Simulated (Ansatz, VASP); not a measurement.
## CO2 in VASP and in Ansatz

```
CELL_PARAMETERS angstrom
5.94447 0.00000 0.00000
0.00000 5.94447 0.00000
0.00000 0.00000 6.08952
ATOMIC_POSITIONS crystal
C 0.00000 0.00000 0.00000
C 0.50000 0.00000 0.50000
C 0.50000 0.50000 0.00000
C 0.00000 0.50000 0.50000
O 0.11148 0.11148 0.11148
O 0.38852 0.88852 0.61148
O 0.61148 0.38852 0.88852
O 0.88852 0.61148 0.38852
O 0.88852 0.88852 0.88852
O 0.61148 0.11148 0.38852
O 0.38852 0.61148 0.11148
O 0.11148 0.38852 0.61148
```

Alike in both runs: task single point; functional PBE; k mesh 4 × 4 × 4; occupations gaussian, width 0.05 eV; no spin polarisation.

|  | VASP | Ansatz |
| --- | --- | --- |
| version | VASP 6.6.1 | Ansatz 0.2.0 |
| potentials or method | VASP PAW PBE potentials, release 64 (C, O), cutoff 520 eV | scalar-relativistic, plane waves, PAW |
| valence electrons in the cell | 64 | 64 |

|  | VASP | Ansatz | Ansatz less VASP |
| --- | --- | --- | --- |
| gap on the k mesh at the Fermi level (eV) | 6.71 | 6.72 | +0.014 |
| least direct gap on the mesh (eV) | 6.71 | 6.72 | +0.014 |
| pressure (GPa) | 4.5 | 3.1 | -1.36 |
| traceless stress, the component that is largest in VASP (GPa) | 0.09 | 0.04 | -0.049 |
| rms of the force components (eV/Å) | 0.950 | 0.621 | -0.3292 |

Atom by atom the forces differ by 0.329 eV/Å (rms over components). With one functional, cell and mesh, what is left measures potentials, basis and numerics.

Noted on VASP's run: the standard files for N, O and F lose accuracy on very short bonds.
